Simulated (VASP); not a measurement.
Wanted: the native input for a VASP 6.6.1 run.

```yaml
Task: single point
Functional: PBE
Potentials_or_basis: VASP PAW PBE potentials, release 64 (Sr_sv, C)
Cutoff: 520 eV
k_mesh: 9 × 9 × 8
Occupations: gaussian, width 0.1 eV
Spin: no spin polarisation
Dipole_correction: no
Further_INCAR_settings: ALGO = Fast; EDIFF = 1e-06; NBANDS = 31
```

The structure of SrC8 lies in POSCAR:

```
SrC8
1.0
    4.9968105566      0.0000000000      0.0000000000
   -2.4984052783      4.3273648799      0.0000000000
    0.0000000000      0.0000000000      4.8854999140
Sr C
1 8
Direct
    0.0000000000      0.0000000000      0.5000000000
    0.1671805655      0.3343611310      0.0000000000
    0.8328194345      0.1671805655      0.0000000000
    0.3343611310      0.1671805655      0.0000000000
    0.6656388690      0.8328194345      0.0000000000
    0.1671805655      0.8328194345      0.0000000000
    0.8328194345      0.6656388690      0.0000000000
    0.3333333333      0.6666666667      0.0000000000
    0.6666666667      0.3333333333      0.0000000000
```

The cell was generated, and may not be a known phase.

These files were run (other wordings do the same):

INCAR

```
PREC = Accurate ; ENCUT = 520
EDIFF = 1E-6 ; ISMEAR = 0
SIGMA = 0.1 ; LREAL = F
LASPH = T ; NELM = 100
ALGO = Fast ; ISIF = 2
LWAVE = F ; LCHARG = F
GGA = PE ; NBANDS = 31
```

KPOINTS

```
regular mesh
0
Gamma
  9 9 8
```

Potentials or basis: VASP PAW PBE potentials, release 64 (Sr_sv, C).

Command:

```console
$ cat potpaw_PBE.64/Sr_sv/POTCAR potpaw_PBE.64/C/POTCAR > POTCAR
$ mpirun -np 1 vasp_std > vasp.out
```

Results of the run:

The pressure is 0.4 GPa. The largest force is 0.009 eV/Å and the band gap on the k mesh is zero (bands 21 and 22 overlap by 1.57 eV).

It took 6.8 min on 1 thread of Oxide Virtual Turin-like Processor (shared host), peak memory 0.3 GiB.
